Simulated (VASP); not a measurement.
Input of a VASP 6.6.1 run:

INCAR

```
SYSTEM = Re
  PREC = Accurate
  ENCUT = 520
  EDIFF = 1E-7
  ISMEAR = -1
  SIGMA = 0.15
  LREAL = .FALSE.
  LASPH = .TRUE.
  NELM = 150
  ALGO = Normal
  ISIF = 2
  LWAVE = .FALSE.
  LCHARG = .TRUE.
  MAGMOM = 0 0 0
  LORBIT = 11
  LSORBIT = .TRUE.
  GGA_COMPAT = .FALSE.
  LORBMOM = .TRUE.
  LMAXMIX = 4
  GGA = PE
  LVHAR = .TRUE.
  NBANDS = 18
```

The input KPOINTS:

```
regular mesh
0
G
  4 4 4
  0 0 0
```

File POSCAR:

```
Re
1.0
    0.0000000000      1.9574000000      1.9574000000
    1.9574000000      0.0000000000      1.9574000000
    1.9574000000      1.9574000000      0.0000000000
Re
1
Direct
    0.0000000000      0.0000000000      0.0000000000
```

Potentials or basis: VASP PAW PBE potentials, release 64 (Re).

Command:

```console
$ cat potpaw_PBE.64/Re/POTCAR > POTCAR
$ mpirun -np 1 vasp_ncl > vasp.out
```

(1) What does it give for the net moment?

(2) Predict the pressure.

Results:

(1) 0.00 μB per cell.

(2) 3.7 GPa.

Caveat: the k points lie up to 0.69 Å⁻¹ apart.
